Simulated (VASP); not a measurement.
A run of VASP 6.6.1 is set up as follows.

The input INCAR:

```
SYSTEM = Sn
PREC = Accurate ; ENCUT = 600
EDIFF = 1E-6 ; ISMEAR = -1
SIGMA = 0.05 ; LREAL = .False.
LASPH = .True. ; NELM = 60
ALGO = Normal ; ISIF = 3
LWAVE = .False. ; LCHARG = .False.
GGA = PE ; IBRION = 2
NSW = 32 ; EDIFFG = -0.005
PSTRESS = 440.0
```

The input KPOINTS:

```
regular mesh
0
Gamma
  15 15 8
  0 0 0
```

Contents of POSCAR:

```
Sn
1.0
    2.9914946174      0.0000000000      0.0000000000
   -1.4957473087      2.5907103339      0.0000000000
    0.0000000000      0.0000000000      4.9070207378
Sn
2
Direct
    0.3333333333      0.6666666667      0.2500000000
    0.6666666667      0.3333333333      0.7500000000
```

Potentials or basis: VASP PAW PBE potentials, release 64 (Sn_d).

Command:

```console
$ cat potpaw_PBE.64/Sn_d/POTCAR > POTCAR
$ mpirun -np 1 vasp_std > vasp.out
```

Task: Predict the band gap on the k mesh.

Result: Zero (bands 14 and 15 overlap by 11.79 eV).

Final structure:
```yaml
crystal:
  lattice:
    - [2.99149, 0.00000, 0.00000]
    - [-1.49575, 2.59071, 0.00000]
    - [0.00000, 0.00000, 4.90702]
  atoms:
    - { symbol: Sn, position: [0.33333, 0.66667, 0.25000] }
    - { symbol: Sn, position: [0.66667, 0.33333, 0.75000] }
```

Caveat: the relaxation stopped at its first step, so nothing moved; the cell is relaxed towards a set pressure, so the run minimises the enthalpy, not the energy; spin-orbit coupling is left out, which moves the levels of the heavy elements.
